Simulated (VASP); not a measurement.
Write the native input for VASP 6.6.1 that does the following.

```yaml
Task: single point
Functional: PBE
Potentials_or_basis: VASP PAW PBE potentials, release 64 (K_sv, F)
Cutoff: 600 eV
k_mesh: 8 × 8 × 8
Occupations: fermi-dirac, width 0.02 eV
Spin: no spin polarisation
Dipole_correction: no
Further_INCAR_settings: ALGO = Normal; EDIFF = 1e-06; NBANDS = 15
```

The structure of KF lies in POSCAR:

```
KF
1.0
    0.0000000000      2.6706600058      2.6589605792
    2.6706600058      0.0000000000      2.6589605792
    2.6706600058      2.6706600058      0.0000000000
K F
1 1
Direct
    0.0000000000      0.0000000000      0.0000000000
    0.5000000000      0.5000000000      0.5000000000
```

This cell differs from its parent crystal: biaxial xy strain +0.4%.

These files were run (other wordings do the same):

INCAR

```
SYSTEM = KF
PREC = Accurate ; ENCUT = 600
EDIFF = 1E-6 ; ISMEAR = -1
SIGMA = 0.02 ; LREAL = .False.
LASPH = .True. ; NELM = 120
ALGO = Normal ; ISIF = 2
LWAVE = .False. ; LCHARG = .False.
GGA = PE ; NBANDS = 15
GGA_COMPAT = .False.
```

KPOINTS

```
regular mesh
0
Gamma
  8 8 8
  0 0 0
```

Potentials or basis: VASP PAW PBE potentials, release 64 (K_sv, F).

The run is started by

```bash
$ cat potpaw_PBE.64/K_sv/POTCAR potpaw_PBE.64/F/POTCAR > POTCAR
$ mpirun -np 1 vasp_std > vasp.out
```

It gave:

```json
{"Pressure": "1.6 GPa", "Band gap on the k mesh": "6.19 eV, direct"}
```

Caveat: the cell differs from its parent crystal (biaxial xy strain +0.4%).

Wall time 28 s on 1 thread of Intel(R) Xeon(R) 6975P-C (Granite Rapids) (shared host), peak memory 0.18 GiB.
